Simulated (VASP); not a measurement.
Wanted: the native input for a VASP 6.6.1 run.

- Task: single point
- Functional: PBE
- Potentials or basis: VASP PAW PBE potentials, release 64 (Mg, O)
- Cutoff: 520 eV
- k mesh: 9 × 9 × 6
- Occupations: gaussian, width 0.05 eV
- Spin: no spin polarisation
- Dipole correction: no
- Further INCAR settings: ALGO = Normal; EDIFF = 1e-06; NBANDS = 16

The structure of MgO lies in POSCAR:

```
MgO
1.0
    3.5972624459      0.0000000000      0.0000000000
   -1.7986312230      3.1153206622      0.0000000000
    0.0000000000      0.0000000000      3.9972780299
Mg O
2 2
Direct
    0.6666666667      0.3333333333      0.7500000000
    0.3333333333      0.6666666667      0.2500000000
    0.6666666667      0.3333333333      0.2500000000
    0.3333333333      0.6666666667      0.7500000000
```

This cell differs from its parent crystal: volume 11.199 Å^3 an atom, c/a of the conventional cell 1.1112.

The input as run:

INCAR

```
  ALGO = Normal
  EDIFF = 1E-6
  ENCUT = 520
  GGA = PE
  ISIF = 2
  ISMEAR = 0
  LASPH = True
  LCHARG = True
  LELF = True
  LREAL = False
  LVHAR = True
  LWAVE = False
  NBANDS = 16
  NELM = 100
  PREC = Accurate
  SIGMA = 0.05
```

KPOINTS

```
k-points
0
Gamma
  9 9 6
```

Potentials or basis: VASP PAW PBE potentials, release 64 (Mg, O).

Command:

```sh
$ cat potpaw_PBE.64/Mg/POTCAR potpaw_PBE.64/O/POTCAR > POTCAR
$ mpirun -np 1 vasp_std > vasp.out
```

Results of the run:

```yaml
Pressure: 3.7 GPa
Band_gap_on_the_k_mesh: 3.45 eV, direct
```

Wall time 37 s on 1 thread of Intel(R) Xeon(R) Platinum 8259CL CPU @ 2.50GHz (Skylake/Cascade Lake), with other jobs on the host, peak memory 0.17 GiB.
